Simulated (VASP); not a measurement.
# TiTe2: single point with PBE+D3(BJ)

The system is TiTe2.

```xyz
3
Lattice="3.7678 0.0000 0.0000 -1.8839 3.2630 0.0000 0.0000 0.0000 6.7573" Properties=species:S:1:pos:R:3 pbc="T T T"
Ti    0.0000    0.0000    0.0000
Te    1.8839    1.0877    1.7262
Te    0.0000    2.1753    5.0311
```

```json
{
  "Program": "VASP 6.6.1",
  "Task": "single point",
  "Functional": "PBE",
  "Dispersion": "D3(BJ)",
  "Potentials or basis": "VASP PAW PBE potentials, release 64 (Ti_sv, Te)",
  "Cutoff": "520 eV",
  "k mesh": "15 × 15 × 8",
  "Occupations": "gaussian, width 0.1 eV",
  "Spin": "no spin polarisation",
  "Dipole correction": "no",
  "Further INCAR settings": "ALGO = Normal; EDIFF = 1e-06; NBANDS = 19"
}
```

```
Pressure                   : -2.5 GPa
Largest force              : 0.015 eV/Å
Band gap on the k mesh     : zero (bands 12 and 13 overlap by 0.65 eV)
Dispersion energy per atom : -0.475 eV
```

Forces in eV/Å, atoms in the order of the input:
```
Ti   0.000  0.000  0.000
Te   0.000  0.000  0.015
Te   0.000  0.000 -0.015
```

Stress tensor (GPa, compression positive):
```
-2.52  0.00  0.00
 0.00 -2.52  0.00
 0.00  0.00 -2.43
```

Levels at points of the mesh, in eV from the Fermi level:
```tsv
k point	band 9	band 10	band 11	band 12	band 13	band 14	band 15	band 16
(0.00, 0.00, 0.00)	-1.61	0.16	0.29	0.38	0.38	1.08	1.08	3.12
(0.00, 0.00, 0.50)	-1.57	-1.57	0.37	0.37	0.87	0.87	0.90	3.41
```

Wall time 2.3 min on 1 thread of Intel(R) Xeon(R) 6975P-C (Granite Rapids), on a shared host, peak memory 0.42 GiB.

Caveat: spin-orbit coupling is left out, which moves the levels of the heavy elements.
